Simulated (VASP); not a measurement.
Runs of VASP 6.6.1 on Sr2Ca. The structure is that of space group P6/mmm (No. 191), or close to it. The cells are those of the table. 

| task | cell | k mesh | cutoff (eV) | gap on the mesh (eV) | pressure (GPa) |
| --- | --- | --- | --- | --- | --- |
| relaxation of cell and atoms | relaxed from a = 5.556, b = 5.556, c = 3.532 Å, angles 90.0, 90.0, 120.0°, 3 atoms | 6 × 6 × 6 | 600 | none | 0.0 |
| single point | a = 5.556, b = 5.556, c = 3.532 Å, angles 90.0, 90.0, 120.0°, 3 atoms | 6 × 6 × 6 | 520 | none | (a) |
| single point | a = 6.641, b = 6.641, c = 3.931 Å, angles 90.0, 90.0, 120.0°, 3 atoms | 6 × 6 × 6 | 520 | none | 0.1 |
| single point | a = 6.649, b = 6.649, c = 3.945 Å, angles 90.0, 90.0, 120.0°, 3 atoms | 12 × 12 × 12 | 520 | none | 0.0 |

Alike in all rows: level PBE; potentials or basis VASP PAW PBE potentials, release 64 (Sr_sv, Ca_sv); no spin polarisation; smearing gaussian 0.1 eV.

Task: Estimate the missing entries.

Result: (a) 12.8.

Caveats: the cell stands under pressure (at least some runs).

A k mesh can miss the band edges, and the runs leave out spin-orbit coupling on Sr.

A gap of «none» marks levels without a gap at the run's occupations.
